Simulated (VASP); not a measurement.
Here is a VASP 6.6.1 calculation.

The input POSCAR:

```
HgTe
1.0
    0.0000000000      3.2145000000      3.2145000000
    3.2145000000      0.0000000000      3.2145000000
    3.2145000000      3.2145000000      0.0000000000
Hg Te
1 1
Direct
    0.0000000000      0.0000000000      0.0000000000
    0.7500000000      0.7500000000      0.7500000000
```

File INCAR.step1:

```
ALGO     = Normal         # electronic algorithm
EDIFF    = 1E-5           # SCF threshold, eV
ENCUT    = 520            # plane-wave cutoff, eV
GGA      = PE             # functional
ISIF     = 2              # what is computed and relaxed
ISMEAR   = -1             # smearing method
LASPH    = T              # aspherical terms in the spheres
LCHARG   = F              # write CHGCAR
LREAL    = F              # projectors in reciprocal space
LWAVE    = T              # write WAVECAR
NBANDS   = 16             # bands
NELM     = 100            # most SCF steps
PREC     = Accurate       # precision mode
SIGMA    = 0.05           # smearing width, eV
```

Contents of INCAR.step2:

```
AEXX     = 1.0            # exact-exchange fraction
AGGAC    = 0.0          
ALDAC    = 0.0          
ALGO     = Normal         # electronic algorithm
EDIFF    = 1E-6           # SCF threshold, eV
ENCUT    = 520            # plane-wave cutoff, eV
GGA      = PE             # functional
ISIF     = 2              # what is computed and relaxed
ISMEAR   = -1             # smearing method
ISTART   = 1            
LASPH    = T              # aspherical terms in the spheres
LCHARG   = F              # write CHGCAR
LHFCALC  = T              # exact exchange
LREAL    = F              # projectors in reciprocal space
LWAVE    = F              # write WAVECAR
NBANDS   = 16             # bands
NELM     = 100            # most SCF steps
PREC     = Accurate       # precision mode
PRECFOCK = Normal       
SIGMA    = 0.05           # smearing width, eV
```

KPOINTS

```
k-points
0
Gamma
  4 4 4
```

Potentials or basis: VASP PAW PBE potentials, release 64 (Hg, Te).

Launch:

```console
$ cat potpaw_PBE.64/Hg/POTCAR potpaw_PBE.64/Te/POTCAR > POTCAR
$ cp INCAR.step1 INCAR
$ mpirun -np 1 vasp_std > vasp.out
$ cp INCAR.step2 INCAR
$ mpirun -np 1 vasp_std > vasp.out
```

Task: What does it give for the pressure?

Result: 5.1 GPa.

Task: Predict the band gap on the k mesh.

Result: 5.04 eV, direct.

Caveat: the k points lie up to 0.42 Å⁻¹ apart; the PAW data sets were made with another functional, which shifts forces and pressure a little; spin-orbit coupling is left out, which moves the levels of the heavy elements.
